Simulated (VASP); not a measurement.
Set up this calculation in VASP 6.6.1, as the native input.

| Property | Result |
| --- | --- |
| Task | single point |
| Functional | PBE |
| Potentials or basis | VASP PAW PBE potentials, release 64 (Gd) |
| Cutoff | 520 eV |
| k mesh | 9 × 9 × 9 |
| Occupations | gaussian, width 0.1 eV |
| Spin | collinear spin, ferromagnetic start |
| Starting moments | [7.0] μB |
| Dipole correction | no |
| Further INCAR settings | ALGO = Normal; EDIFF = 1e-06; NBANDS = 19 |

The structure of Gd lies in POSCAR:

```
Gd
1.0
   -2.0250000000      2.0250000000      2.0250000000
    2.0250000000     -2.0250000000      2.0250000000
    2.0250000000      2.0250000000     -2.0250000000
Gd
1
Direct
    0.0000000000      0.0000000000      0.0000000000
```

One way to write it, as run:

INCAR

```
SYSTEM = Gd
ALGO = Normal ; EDIFF = 1E-6
ENCUT = 520 ; GGA = PE
ISIF = 2 ; ISMEAR = 0
ISPIN = 2 ; LASPH = .True.
LCHARG = .False. ; LMAXMIX = 6
LORBIT = 11 ; LREAL = .False.
LWAVE = .False. ; MAGMOM = 7
NBANDS = 19 ; NELM = 150
PREC = Accurate ; SIGMA = 0.1
```

KPOINTS

```
k-points
0
Gamma
  9 9 9
  0 0 0
```

Potentials or basis: VASP PAW PBE potentials, release 64 (Gd).

Launch:

```console
$ cat potpaw_PBE.64/Gd/POTCAR > POTCAR
$ mpirun -np 1 vasp_std > vasp.out
```

It gave:

- Pressure: 0.0 GPa
- Net moment: 7.60 μB per cell
- Site moments: Gd +6.99 μB
- Valence electrons inside the program's atomic spheres: Gd 15.20

Wall time 2 min on 1 thread of Intel(R) Xeon(R) Platinum 8488C (Sapphire Rapids), with other jobs on the host, peak memory 0.2 GiB.
